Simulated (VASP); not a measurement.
Input of a VASP 6.6.1 run:

POSCAR

```
Sc
1.0
    0.0000000000      3.1900000000      3.1900000000
    3.1900000000      0.0000000000      3.1900000000
    3.1900000000      3.1900000000      0.0000000000
Sc
2
Direct
    1.0000000000      1.0000000000      1.0000000000
    0.2500000000      0.2500000000      0.2500000000
```

INCAR.step1

```
ALGO = Normal ; EDIFF = 1E-5
EDIFFG = -0.005 ; ENCUT = 550
GGA = PE ; GGA_COMPAT = F
IBRION = 2 ; ISIF = 3
ISMEAR = 1 ; LASPH = T
LCHARG = F ; LREAL = F
LWAVE = T ; NELM = 120
NELMIN = 4 ; NSW = 100
PREC = Accurate ; SIGMA = 0.05
```

INCAR.step2

```
ALGO = Normal ; EDIFF = 1E-7
EDIFFG = -0.01 ; ENCUT = 550
GGA_COMPAT = F ; IBRION = 2
ISIF = 3 ; ISMEAR = 1
ISTART = 1 ; LASPH = T
LCHARG = F ; LMIXTAU = T
LREAL = F ; LWAVE = F
METAGGA = R2SCAN ; NELM = 120
NELMIN = 4 ; NSW = 60
PREC = Accurate ; PSTRESS = 150.0
SIGMA = 0.05
```

File KPOINTS:

```
k-points
0
Gamma
  11 11 11
```

Potentials or basis: VASP PAW PBE potentials, release 64 (Sc_sv).

Command:

```bash
$ cat potpaw_PBE.64/Sc_sv/POTCAR > POTCAR
$ cp INCAR.step1 INCAR
$ mpirun -np 1 vasp_std > vasp.out
$ cp INCAR.step2 INCAR
$ mpirun -np 1 vasp_std > vasp.out
```

Question: Predict the relaxed volume.

Answer: 17.76 Å³/atom.

Question: Predict the space group after relaxing (to 0.1 Å).

Answer: Fd-3m (No. 227).

Question: Estimate the relaxed cell.

Answer: a = 3.690 Å, b = 3.690 Å, c = 3.690 Å, α = 60.00°, β = 60.00°, γ = 60.00°.

Question: What does it give for the band gap on the k mesh?

Answer: Zero (bands 11 and 12 overlap by 1.51 eV).

Final structure:
```
Sc
1.0
     0.00000    2.60927    2.60927
     2.60927    0.00000    2.60927
     2.60927    2.60927    0.00000
Sc
2
Direct
  0.00000 0.00000 0.00000
  0.25000 0.25000 0.25000
```

Caveat: the cell is relaxed towards a set pressure, so the run minimises the enthalpy, not the energy; the volume moved by over 15 % at a fixed basis, so the end points are rough; the PAW data sets were made with another functional, which shifts forces and pressure a little.
